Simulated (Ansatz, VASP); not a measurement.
## One calculation of ReS, two programs

```
Re S
1.0
     0.00000    2.46170    2.46170
     2.46170    0.00000    2.46170
     4.92340    4.92340    0.00000
Re S
2 2
Direct
  0.00000 0.00000 0.00000
  0.00000 0.00000 0.50000
  0.50000 0.50000 0.25000
  0.50000 0.50000 0.75000
```

Alike in both runs: task single point; functional PBE; k mesh 14 × 14 × 7; occupations gaussian, width 0.1 eV; collinear spin.

|  | VASP | Ansatz |
| --- | --- | --- |
| version | VASP 6.6.1 | Ansatz 0.2.0 |
| potentials or method | VASP PAW PBE potentials, release 64 (Re, S), cutoff 520 eV | scalar-relativistic, plane waves, PAW |
| valence electrons in the cell | 26 | 42 |

```tsv
	VASP	Ansatz	Ansatz less VASP
gap on the k mesh at the Fermi level (eV)	none	none	-
pressure (GPa)	2.0	0.9	-1.15
net moment per atom (μB)	0.00	0.00	0.000
size of the moment on the site where the two differ most (μB)	0.60	0.47	-0.139
```

Site moments also hang on the region over which each program counts them. A gap of «none» marks a metal or a gap that the smearing closes. VASP's potentials hold 26 valence electrons a cell and Ansatz's 42, so a difference there can come from the potentials and not from the codes.

Neither program's run includes spin-orbit coupling.
